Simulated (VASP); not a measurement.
# SiRu5 in VASP: notebook

Runs on SiRu5. Level: LDA. Tasks: single point.

Program: VASP 6.6.1. These are calculated values, not measurements. Logs are shortened: lines on timing, memory, paths and dates and some standing lists are left out, and cuts for length are marked.

## (1) The cell of the first run

The cell holds a slab with vacuum, 6 atoms: a = 2.674 Å, b = 2.674 Å, c = 23.900 Å, α = 90.00°, β = 90.00°, γ = 120.00°.

## (2) Single point, LDA

INCAR reads:

```
  ALGO = Normal
  DIPOL = 0.5 0.5 0.390
  EDIFF = 1E-7
  ENCUT = 520
  GGA = CA
  IDIPOL = 3
  ISIF = 2
  ISMEAR = 0
  LASPH = True
  LCHARG = False
  LDIPOL = True
  LREAL = False
  LWAVE = False
  NBANDS = 46
  NELM = 60
  PREC = Accurate
  SIGMA = 0.1
```

KPOINTS reads:

```
k-points
0
Gamma
  12 12 1
```

POSCAR reads:

```
SiRu5
1.0
    2.6740588505      0.0000000000      0.0000000000
   -1.3370294252      2.3158028957      0.0000000000
    0.0000000000      0.0000000000     23.8999247755
Ru Si
5 1
Direct
    0.6666666667      0.3333333333      0.1673645435
    0.3333333333      0.6666666667      0.2557907839
    0.6666666667      0.3333333333      0.3443582822
    0.3333333333      0.6666666667      0.4334512798
    0.6666666667      0.3333333333      0.5188269374
    0.6666666667      0.3333333333      0.6188202903
```

Potentials or basis: VASP PAW LDA potentials, release 64 (Ru_pv, Si).

Started as:

```
cat potpaw_LDA.64/Ru_pv/POTCAR potpaw_LDA.64/Si/POTCAR > POTCAR
mpirun -np 1 vasp_std > vasp.out
```

OUTCAR:

```text
EDIFF = 1E-7
   ENCUT = 520
   GGA = CA
   ISIF = 2
   ISMEAR = 0
   LASPH = True
   LREAL = False
   NELM = 60
   PREC = Accurate

 ion  position               nearest neighbor table
   1  0.667  0.333  0.167-   2 2.62   2 2.62   2 2.62
   2  0.333  0.667  0.256-   1 2.62   1 2.62   1 2.62   3 2.62   3 2.62   3 2.62
   3  0.667  0.333  0.344-   2 2.62   2 2.62   2 2.62   4 2.63   4 2.63   4 2.63
   4  0.333  0.667  0.433-   5 2.56   5 2.56   5 2.56   3 2.63   3 2.63   3 2.63
   5  0.667  0.333  0.519-   6 2.39   4 2.56   4 2.56   4 2.56
   6  0.667  0.333  0.619-   5 2.39

  LATTYP: Found a hexagonal cell.
 ALAT       =     2.6740588505
 C/A-ratio  =     8.9376958817

  Lattice vectors:

 A1 = (   2.6740588505,   0.0000000000,   0.0000000000)
 A2 = (  -1.3370294252,   2.3158028957,   0.0000000000)
 A3 = (   0.0000000000,   0.0000000000,  23.8999247755)

Analysis of symmetry for initial positions (statically):
=====================================================================
 Subroutine PRICEL returns:
 Original cell was already a primitive cell.

 Routine SETGRP: Setting up the symmetry group for a
 hexagonal supercell.

 Subroutine GETGRP returns: Found  6 space group operations
 (whereof  6 operations were pure point group operations)
 out of a pool of 24 trial point group operations.

The static configuration has the point symmetry C_3v.

Analysis of symmetry for dynamics (positions and initial velocities):
=====================================================================
 Subroutine PRICEL returns:
 Original cell was already a primitive cell.

 Routine SETGRP: Setting up the symmetry group for a
 hexagonal supercell.

 Subroutine GETGRP returns: Found  6 space group operations
 (whereof  6 operations were pure point group operations)
 out of a pool of 24 trial point group operations.

The dynamic configuration has the point symmetry C_3v.

 Subroutine INISYM returns: Found  6 space group operations
 (whereof  6 operations are pure point group operations),
 and found     1 'primitive' translations

----------------------------------------------------------------------------------------

                                     Primitive cell

  volume of cell :     148.0025

  direct lattice vectors                    reciprocal lattice vectors
     2.674058850  0.000000000  0.000000000     0.373963348  0.215907840  0.000000000
    -1.337029425  2.315802896  0.000000000     0.000000000  0.431815679  0.000000000
     0.000000000  0.000000000 23.899924776     0.000000000  0.000000000  0.041841136

  length of vectors
     2.674058850  2.674058850 23.899924776     0.431815679  0.431815679  0.041841136

  position of ions in fractional coordinates (direct lattice)
     0.666666667  0.333333333  0.167364543
     0.333333333  0.666666667  0.255790784
     0.666666667  0.333333333  0.344358282
     0.333333333  0.666666667  0.433451280
     0.666666667  0.333333333  0.518826937
     0.666666667  0.333333333  0.618820290

  ion indices of the primitive-cell ions
   primitive index   ion index
                 1           1
                 2           2
                 3           3
                 4           4
                 5           5
                 6           6

----------------------------------------------------------------------------------------

 KPOINTS: k-points

Automatic generation of k-mesh.
 Grid dimensions read from file:
 generate k-points for:   12   12    1

 Generating k-lattice:

  Cartesian coordinates                     Fractional coordinates (reciprocal lattice)
     0.031163612  0.017992320  0.000000000     0.083333333  0.000000000  0.000000000
     0.000000000  0.035984640  0.000000000     0.000000000  0.083333333  0.000000000
     0.000000000  0.000000000  0.041841136     0.000000000  0.000000000  1.000000000

  Length of vectors
     0.035984640  0.035984640  0.041841136

  Shift w.r.t. Gamma in fractional coordinates (k-lattice)
     0.000000000  0.000000000  0.000000000

 Subroutine IBZKPT returns following result:
 ===========================================

 Found     19 irreducible k-points:

 Following reciprocal coordinates:
            Coordinates               Weight
  0.000000  0.000000  0.000000      1.000000
  0.083333  0.000000  0.000000      6.000000
  0.166667  0.000000  0.000000      6.000000
  0.250000  0.000000  0.000000      6.000000
  0.333333  0.000000  0.000000      6.000000
  0.416667  0.000000  0.000000      6.000000
[... 11 lines left out ...]
  0.333333  0.250000  0.000000     12.000000
  0.333333  0.333333  0.000000      2.000000
   k-points           NKPTS =     19   k-points in BZ     NKDIM =     19   number of bands    NBANDS=     46
   number of dos      NEDOS =    301   number of ions     NIONS =      6
   total plane-waves  NPLWV =  72000
   dimension x,y,z NGX =    20 NGY =   20 NGZ =  180
   dimension x,y,z NGXF=    40 NGYF=   40 NGZF=  360
   ions per type =               5   1
   NGX,Y,Z   is equivalent  to a cutoff of  12.43, 12.43, 12.52 a.u.
   NGXF,Y,Z  is equivalent  to a cutoff of  24.87, 24.87, 25.04 a.u.
 SYSTEM =  unknown system
   PREC   = accura    normal or accurate (medium, high low for compatibility)
   ISTART =      0    job   : 0-new  1-cont  2-samecut
   ICHARG =      2    charge: 1-file 2-atom 10-const
   ISPIN  =      1    spin polarized calculation?
   LNONCOLLINEAR =      F non collinear calculations
   LSORBIT =      F    spin-orbit coupling
   LASPH  =      T    aspherical Exc in radial PAW
   ENCUT  =  520.0 eV  38.22 Ry    6.18 a.u.   4.97  4.97 44.44*2*pi/ulx,y,z
   NELM   =     60;   NELMIN=  2; NELMDL= -5     # of ELM steps
   EDIFF  = 0.1E-06   stopping-criterion for ELM
   LREAL  =      F    real-space projection
   EDIFFG = 0.1E-05   stopping-criterion for IOM
   NSW    =      0    number of steps for IOM
   IBRION =     -1    ionic relax: 0-MD 1-quasi-New 2-CG
   NFREE  =      0    steps in history (QN), initial steepest desc. (CG)
   ISIF   =      2    stress and relaxation
   ISYM   =      2    0-nonsym 1-usesym 2-fastsym
   POTIM  = 0.5000    time-step for ionic-motion
   TEBEG  =    0.0;   TEEND  =   0.0 temperature during run
   PSTRESS=    0.0 pullay stress
   NELECT =      74.0000    total number of electrons
   NUPDOWN=      -1.0000    fix difference up-down
   EMIN   =  10.00;   EMAX   =-10.00  energy-range for DOS
   EFERMI =   0.00;   METHOD = LEGACY
   ISMEAR =     0;   SIGMA  =   0.10  broadening in eV -4-tet -1-fermi 0-gaus
   EFERMI_NEDOS =   21; number of points for ismear=-14 and -15
   IALGO  =     38    algorithm
   IMIX   =      4    mixing-type and parameters
     AMIX     =   0.40;   BMIX     =  1.00
     AMIX_MAG =   1.60;   BMIX_MAG =  1.00
  volume/ion in A,a.u.               =      24.67       166.46
  Fermi-wavevector in a.u.,A,eV,Ry     =   1.299359  2.455432 22.971164  1.688333
  Thomas-Fermi vector in A             =   2.430628
   LORBIT       =      0    0 simple, 1 ext, 2 COOP (PROOUT), +10 PAW based schemes
   GGA     = CA    functional components
   LHFCALC =     F    Hartree Fock is set to
   AEXX    =    0.0000 exact exchange contribution
   IVDW    =     0    specifies the selected vdW correction
   LEPSILON=     F    determine dielectric tensor
   LRPA    =     F    only Hartree local field effects (RPA)
 non-spin polarized calculation
 Gauss-broadening in eV      SIGMA  =   0.10
  energy-cutoff  :      520.00
  volume of cell :      148.00
 maximum number of plane-waves:      4053
 NGX is ok and might be reduce to    20
   NGX =  9   NGY =  9   NGZ = 89

 dipolmoment           0.000000      0.000000      0.121348 electrons x Angstroem

 number of electron      73.9999991 magnetization

 dipolmoment           0.000000      0.000000     -0.032340 electrons x Angstroem

 Free energy of the ion-electron system (eV)
  ---------------------------------------------------
  ext. energy  EPLUGINS =         0.00000000
  ---------------------------------------------------
  free energy    TOTEN  =       -57.23093746 eV

  energy without entropy =      -57.19421497  energy(sigma->0) =      -57.21257622

 E-fermi :   4.6296     XC(G=0):  -8.4170

 val. band max:        4.6195830683   @ k =   0.2500   0.0000   0.0000
 cond. band min:       4.6309043137   @ k =   0.1667   0.0000   0.0000
 fundamental gap:      0.0113212454
 Fermi energy:         4.6295761043

 k-point     1 :       0.0000    0.0000    0.0000
  band No.  band energies     occupation
      1     -38.9529      2.00000
      2     -38.6603      2.00000
      3     -38.2151      2.00000
      4     -37.9808      2.00000
      5     -37.9808      2.00000
      6     -37.9292      2.00000
[... 38 lines left out ...]
     45       5.7576      0.00000
     46       5.8578      0.00000

 k-point     2 :       0.0833    0.0000    0.0000
  band No.  band energies     occupation
      1     -38.9304      2.00000
      2     -38.6514      2.00000
      3     -38.2369      2.00000
      4     -38.0367      2.00000
      5     -37.9985      2.00000
      6     -37.9621      2.00000
[... 38 lines left out ...]
     45       5.9366      0.00000
     46       6.2599      0.00000

 k-point     3 :       0.1667    0.0000    0.0000
  band No.  band energies     occupation
      1     -38.8681      2.00000
      2     -38.6357      2.00000
      3     -38.3287      2.00000
      4     -38.1902      2.00000
      5     -38.0847      2.00000
      6     -38.0458      2.00000
[... 773 lines left out ...]
     45      10.2947      0.00000
     46      10.7872      0.00000

 k-point    19 :       0.3333    0.3333    0.0000
  band No.  band energies     occupation
      1     -38.7338      2.00000
      2     -38.7053      2.00000
      3     -38.6551      2.00000
      4     -38.5943      2.00000
      5     -38.5495      2.00000
      6     -38.4622      2.00000
[... 38 lines left out ...]
     45      11.4232      0.00000
     46      11.5094      0.00000

------------------------ aborting loop because EDIFF is reached ----------------------------------------

 vacuum level on the upper side and lower side of the slab       (xc-potential included)        -0.584         0.325

  FORCE on cell =-STRESS in cart. coord.  units (eV):
  Direction    XX          YY          ZZ          XY          YZ          ZX
  --------------------------------------------------------------------------------------
  -------------------------------------------------------------------------------------
  Total       -3.1341812     -3.1341812     -0.9960501     -0.0000000      0.0000000      0.0000000
  in kB      -33.9285733    -33.9285733    -10.7825799     -0.0000000      0.0000000      0.0000000
  external PRESSURE =     -26.2132421 kB  Pullay stress =       0.0000000 kB

 VOLUME and BASIS-vectors are now :
 -----------------------------------------------------------------------------
  energy-cutoff  :      520.00
  volume of cell :      148.00
      direct lattice vectors                 reciprocal lattice vectors
     2.674058850  0.000000000  0.000000000     0.373963348  0.215907840  0.000000000
    -1.337029425  2.315802896  0.000000000     0.000000000  0.431815679  0.000000000
     0.000000000  0.000000000 23.899924776     0.000000000  0.000000000  0.041841136

 POSITION                                       TOTAL-FORCE (eV/Angst)
 -----------------------------------------------------------------------------------
      1.33703      0.77193      4.00000        -0.000000      0.000000      0.797460
     -0.00000      1.54387      6.11338        -0.000000     -0.000000     -0.866417
      1.33703      0.77193      8.23014         0.000000      0.000000      0.156054
     -0.00000      1.54387     10.35945        -0.000000      0.000000     -0.450247
      1.33703      0.77193     12.39992         0.000000     -0.000000      0.341588
      1.33703      0.77193     14.78976         0.000000      0.000000      0.021564
 -----------------------------------------------------------------------------------
    total drift:                               -0.000000     -0.000000      0.000358

  FREE ENERGIE OF THE ION-ELECTRON SYSTEM (eV)
  ---------------------------------------------------
  free  energy   TOTEN  =       -57.2309374590 eV

  energy  without entropy=      -57.1942149729  energy(sigma->0) =      -57.21257622

 vacuum level on the upper side and lower side of the slab         9.034         9.965
```

Wall time 2.3 min (1 thread of Intel Xeon 6975P-C (Granite Rapids), shared host); peak memory 0.26 GiB.

What came out:

- Free energy: -57.2309 eV
- Largest force: 0.866 eV/Å
- Band gap on the k mesh: zero (band 37 reaches 6.14 eV, above the bottom of band 38 at 3.58 eV)

Forces in eV/Å, atoms in the order of the input:
```
Ru   0.000  0.000  0.797
Ru   0.000  0.000 -0.866
Ru   0.000  0.000  0.156
Ru   0.000  0.000 -0.450
Ru   0.000  0.000  0.342
Si   0.000  0.000  0.022
```

[end of part 1 of 2]
